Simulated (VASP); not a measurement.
# Cu4HO5 in VASP: single point with PBEsol

Aim: the single point of Cu4HO5 with PBEsol.

All numbers are computed with VASP 6.6.1; they aren't measurements. Logs are shortened: lines on timing, memory, paths and dates and some standing lists are left out, and cuts for length are marked.

## 1. The cell of the first run

The cell holds a slab with vacuum, 10 atoms: a = 2.894 Å, b = 2.894 Å, c = 28.791 Å, α = 90.00°, β = 90.00°, γ = 89.77°.

## 2. Single point, PBEsol

INCAR

```
  PREC = Accurate
  ENCUT = 520
  EDIFF = 1E-7
  ISMEAR = 0
  SIGMA = 0.1
  LREAL = False
  LASPH = True
  NELM = 60
  ALGO = Normal
  ISIF = 2
  LWAVE = False
  LCHARG = False
  LDIPOL = True
  IDIPOL = 3
  DIPOL = 0.5 0.5 0.491
  GGA = PS
  NBANDS = 48
```

KPOINTS

```
Automatic mesh
0
Gamma
  10 10 1
```

POSCAR

```
Cu4HO5
1.0
    2.8941129938      0.0000000000      0.0000000000
    0.0116739599      2.8940894491      0.0000000000
    0.0000000000      0.0000000000     28.7910424567
O Cu H
5 4 1
Direct
    0.5000182939      0.5000980343      0.2952307133
    0.5002143625      0.5001346221      0.3836614165
    0.5002343166      0.5017910948      0.4723199722
    0.4981586817      0.4998488936      0.5606749197
    0.4984364463      0.3921911399      0.6485246374
    0.5001163282      0.0001163282      0.3394460648
    0.0002326564      0.5002326564      0.4278767681
    0.4991856276     -0.0013140484      0.5162132718
   -0.0016139470      0.4366857105      0.6048266175
    0.4991963740      0.0853675106      0.6634552168
```

Potentials or basis: VASP PAW PBE potentials, release 64 (O, Cu, H).

Command:

```console
> cat potpaw_PBE.64/O/POTCAR potpaw_PBE.64/Cu/POTCAR potpaw_PBE.64/H/POTCAR > POTCAR
> mpirun -np 1 vasp_std > vasp.out
```

OUTCAR:

```text
PREC = Accurate
   ENCUT = 520
   EDIFF = 1E-7
   ISMEAR = 0
   LREAL = False
   LASPH = True
   NELM = 60
   ISIF = 2
   GGA = PS

 ion  position               nearest neighbor table
   1  0.500  0.500  0.295-   6 1.93   6 1.93
   2  0.500  0.500  0.384-   7 1.93   6 1.93   7 1.93   6 1.93
   3  0.500  0.502  0.472-   8 1.91   8 1.93   7 1.93   7 1.93
   4  0.498  0.500  0.561-   8 1.93   8 1.93   9 1.93   9 1.93
   5  0.498  0.392  0.649-  10 0.99   9 1.92   9 1.92
   6  0.500  0.000  0.339-   1 1.93   2 1.93   1 1.93   2 1.93
   7  0.000  0.500  0.428-   2 1.93   2 1.93   3 1.93   3 1.93
   8  0.499  0.999  0.516-   3 1.91   3 1.93   4 1.93   4 1.93
   9  0.998  0.437  0.605-   5 1.92   5 1.92   4 1.93   4 1.93
  10  0.499  0.085  0.663-   5 0.99

  LATTYP: Found a base centered orthorhombic cell.
 ALAT       =     4.0846307695
 B/A-ratio  =     1.0040418601
 C/A-ratio  =     7.0486279130

  Lattice vectors:

 A1 = (  -0.0116739599,  -2.8940894491,   0.0000000000)
 A2 = (   2.8941129938,   0.0000000000,   0.0000000000)
 A3 = (   0.0000000000,   0.0000000000,  28.7910424567)

Analysis of symmetry for initial positions (statically):
=====================================================================
 Subroutine PRICEL returns:
 Original cell was already a primitive cell.

 Routine SETGRP: Setting up the symmetry group for a
 base centered orthorhombic supercell.

 Subroutine GETGRP returns: Found  1 space group operations
 (whereof  1 operations were pure point group operations)
 out of a pool of  8 trial point group operations.

The static configuration has the point symmetry C_1 .

Analysis of symmetry for dynamics (positions and initial velocities):
=====================================================================
 Subroutine PRICEL returns:
 Original cell was already a primitive cell.

 Routine SETGRP: Setting up the symmetry group for a
 base centered orthorhombic supercell.

 Subroutine GETGRP returns: Found  1 space group operations
 (whereof  1 operations were pure point group operations)
 out of a pool of  8 trial point group operations.

The dynamic configuration has the point symmetry C_1 .

 Subroutine INISYM returns: Found  1 space group operations
 (whereof  1 operations are pure point group operations),
 and found     1 'primitive' translations

----------------------------------------------------------------------------------------

                                     Primitive cell

  volume of cell :     241.1486

  direct lattice vectors                    reciprocal lattice vectors
     2.894112994  0.000000000  0.000000000     0.345529011 -0.001393769  0.000000000
     0.011673960  2.894089449  0.000000000     0.000000000  0.345531822  0.000000000
     0.000000000  0.000000000 28.791042457     0.000000000  0.000000000  0.034733025

  length of vectors
     2.894112994  2.894112994 28.791042457     0.345531822  0.345531822  0.034733025

  position of ions in fractional coordinates (direct lattice)
     0.500018294  0.500098034  0.295230713
     0.500214363  0.500134622  0.383661416
     0.500234317  0.501791095  0.472319972
     0.498158682  0.499848894  0.560674920
     0.498436446  0.392191140  0.648524637
     0.500116328  0.000116328  0.339446065
     0.000232656  0.500232656  0.427876768
     0.499185628  0.998685952  0.516213272
     0.998386053  0.436685711  0.604826618
     0.499196374  0.085367511  0.663455217

  ion indices of the primitive-cell ions
   primitive index   ion index
                 1           1
                 2           2
                 3           3
                 4           4
                 5           5
                 6           6
                 7           7
                 8           8
                 9           9
                10          10

----------------------------------------------------------------------------------------

 KPOINTS: Automatic mesh

Automatic generation of k-mesh.
 Grid dimensions read from file:
 generate k-points for:   10   10    1

 Generating k-lattice:

  Cartesian coordinates                     Fractional coordinates (reciprocal lattice)
     0.034552901 -0.000139377  0.000000000     0.100000000 -0.000000000  0.000000000
     0.000000000  0.034553182  0.000000000     0.000000000  0.100000000  0.000000000
     0.000000000  0.000000000  0.034733025     0.000000000  0.000000000  1.000000000

  Length of vectors
     0.034553182  0.034553182  0.034733025

  Shift w.r.t. Gamma in fractional coordinates (k-lattice)
     0.000000000  0.000000000  0.000000000

 Subroutine IBZKPT returns following result:
 ===========================================

 Found     52 irreducible k-points:

 Following reciprocal coordinates:
            Coordinates               Weight
  0.000000  0.000000  0.000000      1.000000
  0.100000  0.000000  0.000000      2.000000
  0.000000 -0.100000  0.000000      2.000000
  0.200000  0.000000  0.000000      2.000000
  0.000000 -0.200000  0.000000      2.000000
  0.300000 -0.000000  0.000000      2.000000
[... 16 lines left out ...]
 -0.300000  0.100000  0.000000      2.000000
 -0.100000  0.300000  0.000000      2.000000
 [... further k-points ...]
   k-points           NKPTS =     52   k-points in BZ     NKDIM =     52   number of bands    NBANDS=     48
   number of dos      NEDOS =    301   number of ions     NIONS =     10
   total plane-waves  NPLWV = 124416
   dimension x,y,z NGX =    24 NGY =   24 NGZ =  216
   dimension x,y,z NGXF=    48 NGYF=   48 NGZF=  432
   ions per type =               5   4   1
   NGX,Y,Z   is equivalent  to a cutoff of  13.79, 13.79, 12.47 a.u.
   NGXF,Y,Z  is equivalent  to a cutoff of  27.57, 27.57, 24.94 a.u.
 SYSTEM =  unknown system
   PREC   = accura    normal or accurate (medium, high low for compatibility)
   ISTART =      0    job   : 0-new  1-cont  2-samecut
   ICHARG =      2    charge: 1-file 2-atom 10-const
   ISPIN  =      1    spin polarized calculation?
   LNONCOLLINEAR =      F non collinear calculations
   LSORBIT =      F    spin-orbit coupling
   LASPH  =      T    aspherical Exc in radial PAW
   ENCUT  =  520.0 eV  38.22 Ry    6.18 a.u.   5.38  5.38 53.53*2*pi/ulx,y,z
   NELM   =     60;   NELMIN=  2; NELMDL= -5     # of ELM steps
   EDIFF  = 0.1E-06   stopping-criterion for ELM
   LREAL  =      F    real-space projection
   EDIFFG = 0.1E-05   stopping-criterion for IOM
   NSW    =      0    number of steps for IOM
   IBRION =     -1    ionic relax: 0-MD 1-quasi-New 2-CG
   NFREE  =      0    steps in history (QN), initial steepest desc. (CG)
   ISIF   =      2    stress and relaxation
   ISYM   =      2    0-nonsym 1-usesym 2-fastsym
   POTIM  = 0.5000    time-step for ionic-motion
   TEBEG  =    0.0;   TEEND  =   0.0 temperature during run
   PSTRESS=    0.0 pullay stress
   NELECT =      75.0000    total number of electrons
   NUPDOWN=      -1.0000    fix difference up-down
   EMIN   =  10.00;   EMAX   =-10.00  energy-range for DOS
   EFERMI =   0.00;   METHOD = LEGACY
   ISMEAR =     0;   SIGMA  =   0.10  broadening in eV -4-tet -1-fermi 0-gaus
   EFERMI_NEDOS =   21; number of points for ismear=-14 and -15
   IALGO  =     38    algorithm
   IMIX   =      4    mixing-type and parameters
     AMIX     =   0.40;   BMIX     =  1.00
     AMIX_MAG =   1.60;   BMIX_MAG =  1.00
  volume/ion in A,a.u.               =      24.11       162.74
  Fermi-wavevector in a.u.,A,eV,Ry     =   1.109176  2.096038 16.738847  1.230271
  Thomas-Fermi vector in A             =   2.245712
   LORBIT       =      0    0 simple, 1 ext, 2 COOP (PROOUT), +10 PAW based schemes
   GGA     = PS    functional components
   LHFCALC =     F    Hartree Fock is set to
   AEXX    =    0.0000 exact exchange contribution
   IVDW    =     0    specifies the selected vdW correction
   LEPSILON=     F    determine dielectric tensor
   LRPA    =     F    only Hartree local field effects (RPA)
 non-spin polarized calculation
 Gauss-broadening in eV      SIGMA  =   0.10
  energy-cutoff  :      520.00
  volume of cell :      241.15
 maximum number of plane-waves:      6557
 NGX is ok and might be reduce to    24
   NGX = 11   NGY = 11   NGZ =107

 dipolmoment           0.000000      0.000000      0.665152 electrons x Angstroem

 number of electron      74.9999973 magnetization

 dipolmoment           0.000000      0.000000     -0.171991 electrons x Angstroem

 Free energy of the ion-electron system (eV)
  ---------------------------------------------------
  ext. energy  EPLUGINS =         0.00000000
  ---------------------------------------------------
  free energy    TOTEN  =       -51.70648883 eV

  energy without entropy =      -51.67622287  energy(sigma->0) =      -51.69135585

 E-fermi :  -2.0156     XC(G=0):  -5.1746

 val. band max:       -2.0194107445   @ k =  -0.2000   0.1000   0.0000
 cond. band min:      -2.0151459065   @ k =   0.2000   0.1000   0.0000
 fundamental gap:      0.0042648380
 Fermi energy:        -2.0156487535

 k-point     1 :       0.0000    0.0000    0.0000
  band No.  band energies     occupation
      1     -22.3949      2.00000
      2     -21.9049      2.00000
      3     -21.4365      2.00000
      4     -20.9265      2.00000
      5     -18.9874      2.00000
      6     -10.3201      2.00000
[... 40 lines left out ...]
     47       4.5858      0.00000
     48       5.2352      0.00000

 k-point     2 :       0.1000    0.0000    0.0000
  band No.  band energies     occupation
      1     -22.3497      2.00000
      2     -21.8540      2.00000
      3     -21.4041      2.00000
      4     -20.9018      2.00000
      5     -18.9554      2.00000
      6     -10.2321      2.00000
[... 1114 lines left out ...]
 k-point    24 :      -0.1000    0.3000    0.0000
  band No.  band energies     occupation
      1     -22.0014      2.00000
      2     -21.4905      2.00000
      3     -21.0821      2.00000
      4     -20.7233      2.00000
      5     -18.7460      2.00000
      6     -10.2170      2.00000
[... 40 lines left out ...]
     47       6.0402      0.00000
     48       7.1649      0.00000

 [... further k-points ...]

------------------------ aborting loop because EDIFF is reached ----------------------------------------

 vacuum level on the upper side and lower side of the slab       (xc-potential included)        -1.848         1.797

  FORCE on cell =-STRESS in cart. coord.  units (eV):
  Direction    XX          YY          ZZ          XY          YZ          ZX
  --------------------------------------------------------------------------------------
  -------------------------------------------------------------------------------------
  Total        0.6894909     -4.8411824     -2.8561063     -0.0308695     -0.0593605      0.0005777
  in kB        4.5809368    -32.1645294    -18.9758011     -0.2050952     -0.3943874      0.0038384
  external PRESSURE =     -15.5197979 kB  Pullay stress =       0.0000000 kB

 VOLUME and BASIS-vectors are now :
 -----------------------------------------------------------------------------
  energy-cutoff  :      520.00
  volume of cell :      241.15
      direct lattice vectors                 reciprocal lattice vectors
     2.894112994  0.000000000  0.000000000     0.345529011 -0.001393769  0.000000000
     0.011673960  2.894089449  0.000000000     0.000000000  0.345531822  0.000000000
     0.000000000  0.000000000 28.791042457     0.000000000  0.000000000  0.034733025

 POSITION                                       TOTAL-FORCE (eV/Angst)
 -----------------------------------------------------------------------------------
      1.45295      1.44733      8.50000         0.000211     -0.000341      2.207271
      1.45352      1.44743     11.04601         0.000425     -0.007804     -0.291452
      1.45359      1.45223     13.59858        -0.000434     -0.007951     -0.006791
      1.44756      1.44661     16.14242         0.000326      0.010558      0.009158
      1.44711      1.13504     18.67170         0.001212      0.097957     -0.026581
      1.44739      0.00034      9.77301         0.000417      0.001673     -1.937740
      0.00651      1.44772     12.31902        -0.001004      0.009997     -0.035665
      1.45636      2.89029     14.86232         0.000471      0.009313     -0.002930
      2.89454      1.26381     17.41359        -0.001665     -0.015277      0.005818
      1.44573      0.24706     19.10157         0.000039     -0.098125      0.078912
 -----------------------------------------------------------------------------------
    total drift:                               -0.000434     -0.000308      0.002264

  FREE ENERGIE OF THE ION-ELECTRON SYSTEM (eV)
  ---------------------------------------------------
  free  energy   TOTEN  =       -51.7064888313 eV

  energy  without entropy=      -51.6762228687  energy(sigma->0) =      -51.69135585

 vacuum level on the upper side and lower side of the slab         2.688         6.405
```

Wall time 36 min (1 thread of Intel Xeon 6975P-C, shared host); peak memory 0.67 GiB.

Results:

| Property | Result |
| --- | --- |
| Free energy | -51.7065 eV |
| Largest force | 2.207 eV/Å |

Forces in eV/Å, atoms in the order of the input:
```
O    0.000  0.000  2.207
O    0.000 -0.008 -0.291
O    0.000 -0.008 -0.007
O    0.000  0.011  0.009
O    0.001  0.098 -0.027
Cu   0.000  0.002 -1.938
Cu  -0.001  0.010 -0.036
Cu   0.000  0.009 -0.003
Cu  -0.002 -0.015  0.006
H    0.000 -0.098  0.079
```

Caveat: the PAW data sets were made with another functional, which shifts forces and pressure a little; an odd number of electrons without spin polarisation forces a metal; a magnetic or distorted state may lie lower; semilocal functionals often make such compounds metallic where correlation or magnetic order opens a gap, which also shifts bond lengths.
